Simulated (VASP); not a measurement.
Set up this calculation in VASP 6.6.1, as the native input.

| Quantity | Value |
| --- | --- |
| Task | relaxation of cell and atoms |
| Functional | PBEsol |
| Potentials or basis | VASP PAW PBE potentials, release 64 (Si, O) |
| Cutoff | 600 eV |
| k mesh | 10 × 10 × 10 |
| Occupations | fermi-dirac, width 0.02 eV |
| Spin | no spin polarisation |
| Dipole correction | no |
| Further INCAR settings | ALGO = Normal; EDIFF = 1e-07; IBRION = 2; EDIFFG = -0.005; NSW = 80; ISIF = 3 |

The structure of SiO2 lies in POSCAR:

```
SiO2
1.0
   -1.7635718520      1.7635718520      4.2595057995
    1.7635718520     -1.7635718520      4.2595057995
    1.7635718520      1.7635718520     -4.2595057995
Si O
2 4
Direct
    0.0000000000      0.0000000000      0.0000000000
    0.7500000000      0.2500000000      0.5000000000
    0.9578402199      0.4578402199      0.5000000000
    0.2078402199      0.2078402199      0.0000000000
    0.5421597801      0.0421597801      0.5000000000
    0.7921597801      0.7921597801      0.0000000000
```

One way to write it, as run:

INCAR

```
PREC = Accurate ; ENCUT = 600
EDIFF = 1E-7 ; ISMEAR = -1
SIGMA = 0.02 ; LREAL = False
LASPH = True ; NELM = 80
ALGO = Normal ; ISIF = 3
LWAVE = False ; LCHARG = False
GGA = PS ; IBRION = 2
NSW = 80 ; EDIFFG = -0.005
```

KPOINTS

```
Automatic mesh
0
Gamma
  10 10 10
```

Potentials or basis: VASP PAW PBE potentials, release 64 (Si, O).

Command:

```console
$ cat potpaw_PBE.64/Si/POTCAR potpaw_PBE.64/O/POTCAR > POTCAR
$ mpirun -np 1 vasp_std > vasp.out
```

Results of the run:

| Item | Value |
| --- | --- |
| Relaxed volume | 8.64 Å³/atom |
| Relaxed cell | a = 4.903 Å, b = 4.903 Å, c = 4.903 Å, α = 138.19°, β = 138.19°, γ = 60.62° |
| Space group after relaxing (to 0.05 Å) | I4_1/amd (No. 141) |
| Energy gained by relaxing | 3.2 meV/atom |
| Ionic steps | 7 |
| Pressure after relaxing | 0.0 GPa |
| Band gap on the k mesh | 6.06 eV, indirect (least direct gap 6.77 eV) |

Caveat: the PAW data sets were made with another functional, which shifts forces and pressure a little.

Wall time 19 min on 1 thread of Oxide Virtual Turin-like Processor, with other jobs on the host, peak memory 0.28 GiB.
